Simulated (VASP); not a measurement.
# C in VASP: single point with PBEsol+D3(BJ)

Aim: the single point of C with PBEsol+D3(BJ).

Program: VASP 6.6.1. These are calculated values, not measurements. Logs are shortened: lines on timing, memory, paths and dates and some standing lists are left out, and cuts for length are marked.

## (1) The cell of the first run

The cell holds a slab with vacuum, 14 atoms: a = 6.504 Å, b = 6.504 Å, c = 21.830 Å, α = 90.00°, β = 90.00°, γ = 120.00°.

## (2) Single point, PBEsol+D3(BJ)

Contents of INCAR:

```
PREC = Accurate
ENCUT = 520
EDIFF = 1E-6
ISMEAR = 0
SIGMA = 0.04
LREAL = F
LASPH = T
NELM = 120
ALGO = Normal
ISIF = 2
LWAVE = F
LCHARG = F
LDIPOL = T
IDIPOL = 3
DIPOL = 0.5 0.5 0.639
GGA = PS
IVDW = 12
NBANDS = 41
GGA_COMPAT = F
NELMDL = -8
```

Contents of KPOINTS:

```
Automatic mesh
0
Gamma
  6 6 1
```

Contents of POSCAR:

```
C
1.0
    6.1459256303      2.1290110903      0.0000000000
   -4.9167405043      4.2580221805      0.0000000000
    0.0000000000      0.0000000000     21.8302564754
C
14
Direct
    0.2159557785      0.1436533361      0.6438951123
    0.3563466639      0.5723024424      0.6438951123
    0.5000000000      0.0000000000      0.6347431790
    0.6425211003      0.4294583144      0.6360307813
    0.7869372141      0.8574788997      0.6360307813
    0.9276975576      0.2840442215      0.6438951123
    0.0705416856      0.7130627859      0.6360307813
    0.2618719643      0.9538389546      0.6379509826
    0.4039095044      0.3808904962      0.6412560711
    0.5461610454      0.8080330098      0.6379509826
    0.6919669902      0.2381280357      0.6379509826
    0.8333333333      0.6666666667      0.6407542661
    0.9769809918      0.0960904956      0.6412560711
    0.1191095038      0.5230190082      0.6412560711
```

Potentials or basis: VASP PAW PBE potentials, release 64 (C).

Command:

```bash
cat potpaw_PBE.64/C/POTCAR > POTCAR
mpirun -np 1 vasp_std > vasp.out
```

OUTCAR:

```text
PREC = Accurate
   ENCUT = 520
   EDIFF = 1E-6
   ISMEAR = 0
   LREAL = F
   LASPH = T
   NELM = 120
   ISIF = 2
   GGA = PS
   IVDW = 12
   NELMDL = -8
 IVDW          = 12

 ion  position               nearest neighbor table
   1  0.216  0.144  0.644-   9 1.41   8 1.41  13 1.43
   2  0.356  0.572  0.644-  14 1.41  10 1.41   9 1.43
   3  0.500  0.000  0.635-  10 1.42  11 1.42   8 1.42
   4  0.643  0.429  0.636-  12 1.42   9 1.43  11 1.43
   5  0.787  0.857  0.636-  12 1.42  13 1.43  10 1.43
   6  0.928  0.284  0.644-  13 1.41  11 1.41  14 1.43
   7  0.071  0.713  0.636-  12 1.42  14 1.43   8 1.43
   8  0.262  0.954  0.638-   1 1.41   3 1.42   7 1.43
   9  0.404  0.381  0.641-   1 1.41   4 1.43   2 1.43
  10  0.546  0.808  0.638-   2 1.41   3 1.42   5 1.43
  11  0.692  0.238  0.638-   6 1.41   3 1.42   4 1.43
  12  0.833  0.667  0.641-   5 1.42   4 1.42   7 1.42
  13  0.977  0.096  0.641-   6 1.41   5 1.43   1 1.43
  14  0.119  0.523  0.641-   2 1.41   7 1.43   6 1.43

  LATTYP: Found a hexagonal cell.
 ALAT       =     6.5042363176
 C/A-ratio  =     3.3563135485

  Lattice vectors:

 A1 = (   6.1459256303,   2.1290110903,   0.0000000000)
 A2 = (  -4.9167405043,   4.2580221805,   0.0000000000)
 A3 = (   0.0000000000,   0.0000000000,  21.8302564754)

Analysis of symmetry for initial positions (statically):
=====================================================================
 Subroutine PRICEL returns:
 Original cell was already a primitive cell.

 Routine SETGRP: Setting up the symmetry group for a
 hexagonal supercell.

 Subroutine GETGRP returns: Found  3 space group operations
 (whereof  1 operations were pure point group operations)
 out of a pool of 24 trial point group operations.

The static configuration has the point symmetry C_1 .
 The point group associated with its full space group is C_3 .

Analysis of symmetry for dynamics (positions and initial velocities):
=====================================================================
 Subroutine PRICEL returns:
 Original cell was already a primitive cell.

 Routine SETGRP: Setting up the symmetry group for a
 hexagonal supercell.

 Subroutine GETGRP returns: Found  3 space group operations
 (whereof  1 operations were pure point group operations)
 out of a pool of 24 trial point group operations.

The dynamic configuration has the point symmetry C_1 .
 The point group associated with its full space group is C_3 .

 Subroutine INISYM returns: Found  3 space group operations
 (whereof  1 operations are pure point group operations),
 and found     1 'primitive' translations

----------------------------------------------------------------------------------------

                                     Primitive cell

  volume of cell :     799.8013

  direct lattice vectors                    reciprocal lattice vectors
     6.145925630  2.129011090  0.000000000     0.116221015  0.134200468  0.000000000
    -4.916740504  4.258022181  0.000000000    -0.058110507  0.167750586  0.000000000
     0.000000000  0.000000000 21.830256475     0.000000000  0.000000000  0.045807982

  length of vectors
     6.504236318  6.504236318 21.830256475     0.177530533  0.177530533  0.045807982

  position of ions in fractional coordinates (direct lattice)
     0.215955779  0.143653336  0.643895112
     0.356346664  0.572302442  0.643895112
     0.500000000  1.000000000  0.634743179
     0.642521100  0.429458314  0.636030781
     0.786937214  0.857478900  0.636030781
     0.927697558  0.284044221  0.643895112
     0.070541686  0.713062786  0.636030781
     0.261871964  0.953838955  0.637950983
     0.403909504  0.380890496  0.641256071
     0.546161045  0.808033010  0.637950983
     0.691966990  0.238128036  0.637950983
     0.833333333  0.666666667  0.640754266
     0.976980992  0.096090496  0.641256071
[... 29 lines left out ...]
  Cartesian coordinates                     Fractional coordinates (reciprocal lattice)
     0.019370169  0.022366745  0.000000000     0.166666667  0.000000000  0.000000000
    -0.009685085  0.027958431  0.000000000    -0.000000000  0.166666667  0.000000000
     0.000000000  0.000000000  0.045807982     0.000000000  0.000000000  1.000000000

  Length of vectors
     0.029588422  0.029588422  0.045807982

  Shift w.r.t. Gamma in fractional coordinates (k-lattice)
     0.000000000  0.000000000  0.000000000

 Subroutine IBZKPT returns following result:
 ===========================================

 Found      8 irreducible k-points:

 Following reciprocal coordinates:
            Coordinates               Weight
  0.000000  0.000000  0.000000      1.000000
  0.166667  0.000000  0.000000      6.000000
  0.333333  0.000000  0.000000      6.000000
  0.500000 -0.000000  0.000000      3.000000
  0.166667  0.166667  0.000000      6.000000
  0.333333  0.166667  0.000000      6.000000
 -0.333333  0.500000  0.000000      6.000000
  0.333333  0.333333  0.000000      2.000000
   k-points           NKPTS =      8   k-points in BZ     NKDIM =      8   number of bands    NBANDS=     41
   number of dos      NEDOS =    301   number of ions     NIONS =     14
   total plane-waves  NPLWV = 373248
   dimension x,y,z NGX =    48 NGY =   48 NGZ =  162
   dimension x,y,z NGXF=    96 NGYF=   96 NGZF=  324
   ions per type =              14
   NGX,Y,Z   is equivalent  to a cutoff of  12.27, 12.27, 12.34 a.u.
   NGXF,Y,Z  is equivalent  to a cutoff of  24.54, 24.54, 24.67 a.u.
 SYSTEM =  unknown system
   PREC   = accura    normal or accurate (medium, high low for compatibility)
   ISTART =      0    job   : 0-new  1-cont  2-samecut
   ICHARG =      2    charge: 1-file 2-atom 10-const
   ISPIN  =      1    spin polarized calculation?
   LNONCOLLINEAR =      F non collinear calculations
   LSORBIT =      F    spin-orbit coupling
   LASPH  =      T    aspherical Exc in radial PAW
   ENCUT  =  520.0 eV  38.22 Ry    6.18 a.u.  12.09 12.09 40.59*2*pi/ulx,y,z
   NELM   =    120;   NELMIN=  2; NELMDL= -8     # of ELM steps
   EDIFF  = 0.1E-05   stopping-criterion for ELM
   LREAL  =      F    real-space projection
   EDIFFG = 0.1E-04   stopping-criterion for IOM
   NSW    =      0    number of steps for IOM
   IBRION =     -1    ionic relax: 0-MD 1-quasi-New 2-CG
   NFREE  =      0    steps in history (QN), initial steepest desc. (CG)
   ISIF   =      2    stress and relaxation
   ISYM   =      2    0-nonsym 1-usesym 2-fastsym
   POTIM  = 0.5000    time-step for ionic-motion
   TEBEG  =    0.0;   TEEND  =   0.0 temperature during run
   PSTRESS=    0.0 pullay stress
   NELECT =      56.0000    total number of electrons
   NUPDOWN=      -1.0000    fix difference up-down
   EMIN   =  10.00;   EMAX   =-10.00  energy-range for DOS
   EFERMI =   0.00;   METHOD = LEGACY
   ISMEAR =     0;   SIGMA  =   0.04  broadening in eV -4-tet -1-fermi 0-gaus
   EFERMI_NEDOS =   21; number of points for ismear=-14 and -15
   IALGO  =     38    algorithm
   IMIX   =      4    mixing-type and parameters
     AMIX     =   0.40;   BMIX     =  1.00
     AMIX_MAG =   1.60;   BMIX_MAG =  1.00
  volume/ion in A,a.u.               =      57.13       385.52
  Fermi-wavevector in a.u.,A,eV,Ry     =   0.674751  1.275094  6.194580  0.455289
  Thomas-Fermi vector in A             =   1.751562
   LORBIT       =      0    0 simple, 1 ext, 2 COOP (PROOUT), +10 PAW based schemes
   GGA     = PS    functional components
   LHFCALC =     F    Hartree Fock is set to
   AEXX    =    0.0000 exact exchange contribution
   IVDW    =    12    specifies the selected vdW correction
   LEPSILON=     F    determine dielectric tensor
   LRPA    =     F    only Hartree local field effects (RPA)
 non-spin polarized calculation
 Gauss-broadening in eV      SIGMA  =   0.04
  energy-cutoff  :      520.00
  volume of cell :      799.80
 maximum number of plane-waves:     21564
   NGX = 25   NGY = 25   NGZ = 81

 dipolmoment           0.000000      0.000000      0.000085 electrons x Angstroem

 number of electron      56.0000001 magnetization

 dipolmoment           0.000000      0.000000     -0.000657 electrons x Angstroem

 Free energy of the ion-electron system (eV)
  ---------------------------------------------------
  ext. energy  EPLUGINS =         0.00000000
  ---------------------------------------------------
  free energy    TOTEN  =      -134.62602573 eV

  energy without entropy =     -134.62408218  energy(sigma->0) =     -134.62505396

 E-fermi :  -2.9391     XC(G=0):  -1.9797

 val. band max:       -2.9592437337   @ k =   0.3333   0.3333   0.0000
 cond. band min:      -2.9188636138   @ k =   0.3333   0.3333   0.0000
 fundamental gap:      0.0403801200
 Fermi energy:        -2.9390536737

 k-point     1 :       0.0000    0.0000    0.0000
  band No.  band energies     occupation
      1     -22.4588      2.00000
      2     -19.1787      2.00000
      3     -19.1736      2.00000
      4     -19.1736      2.00000
      5     -19.1143      2.00000
      6     -19.0793      2.00000
[... 333 lines left out ...]
     39       3.0959      0.00000
     40       3.0971      0.00000
 [bands above 40 left out]

------------------------ aborting loop because EDIFF is reached ----------------------------------------

 vacuum level on the upper side and lower side of the slab       (xc-potential included)        -0.007        -0.004

 Edisp (eV)   -0.68837

 E8    (eV) :    -0.3542

  FORCE on cell =-STRESS in cart. coord.  units (eV):
  Direction    XX          YY          ZZ          XY          YZ          ZX
  --------------------------------------------------------------------------------------
  -------------------------------------------------------------------------------------
  Total       0.03295     0.03295    -0.70525    -0.00000     0.00000     0.00000
  in kB       0.06600     0.06600    -1.41276    -0.00000     0.00000     0.00000
  external pressure =       -0.43 kB  Pullay stress =        0.00 kB

 VOLUME and BASIS-vectors are now :
 -----------------------------------------------------------------------------
  energy-cutoff  :      520.00
  volume of cell :      799.80
      direct lattice vectors                 reciprocal lattice vectors
     6.145925630  2.129011090  0.000000000     0.116221015  0.134200468  0.000000000
    -4.916740504  4.258022181  0.000000000    -0.058110507  0.167750586  0.000000000
     0.000000000  0.000000000 21.830256475     0.000000000  0.000000000  0.045807982

 POSITION                                       TOTAL-FORCE (eV/Angst)
 -----------------------------------------------------------------------------------
      0.62094      1.07145     14.05640        -0.402311     -0.320227     -0.972855
     -0.62378      3.19554     14.05640         0.478480     -0.188298     -0.972855
      3.07296      1.06451     13.85661        -0.000000      0.000000      0.775161
      1.83735      3.19658     13.88472         0.303855     -0.273842      1.221578
      0.62046      5.32656     13.88472        -0.389082     -0.126225      1.221578
      4.30499      3.18454     14.05640        -0.076169      0.508525     -0.972855
     -3.07240      3.18642     13.88472         0.085226      0.400067      1.221578
     -3.08033      4.61900     13.92663         0.489598     -0.415412     -0.221878
      0.60966      2.48177     13.99878         0.226059      0.446168      0.275165
     -0.61622      4.60341     13.92663         0.114958      0.631711     -0.221878
      3.08196      2.48716     13.92663        -0.604556     -0.216299     -0.221878
      1.84378      4.61286     13.98783        -0.000000      0.000000     -1.681191
      5.53200      2.48916     13.99878         0.273363     -0.418857      0.275165
     -1.83951      2.48061     13.99878        -0.499422     -0.027311      0.275165
 -----------------------------------------------------------------------------------
    total drift:                                0.000000      0.000001      0.000375

  FREE ENERGIE OF THE ION-ELECTRON SYSTEM (eV)
  ---------------------------------------------------
  free  energy   TOTEN  =      -135.3143921270 eV

  energy  without entropy=     -135.3124485777  energy(sigma->0) =     -135.31342035

 vacuum level on the upper side and lower side of the slab         1.379         1.383
```

Wall time 17 min (1 thread of Oxide Virtual Turin-like, shared host); peak memory 0.73 GiB.

Results:

* Free energy: -135.3144 eV
* Largest force: 1.681 eV/Å
* Dispersion energy per atom: -0.049 eV

Forces on the atoms (eV/Å):
```
C   -0.402 -0.320 -0.973
C    0.478 -0.188 -0.973
C    0.000  0.000  0.775
C    0.304 -0.274  1.222
C   -0.389 -0.126  1.222
C   -0.076  0.509 -0.973
C    0.085  0.400  1.222
C    0.490 -0.415 -0.222
C    0.226  0.446  0.275
C    0.115  0.632 -0.222
C   -0.605 -0.216 -0.222
C    0.000  0.000 -1.681
C    0.273 -0.419  0.275
C   -0.499 -0.027  0.275
```

Caveat: the PAW data sets were made with another functional, which shifts forces and pressure a little.
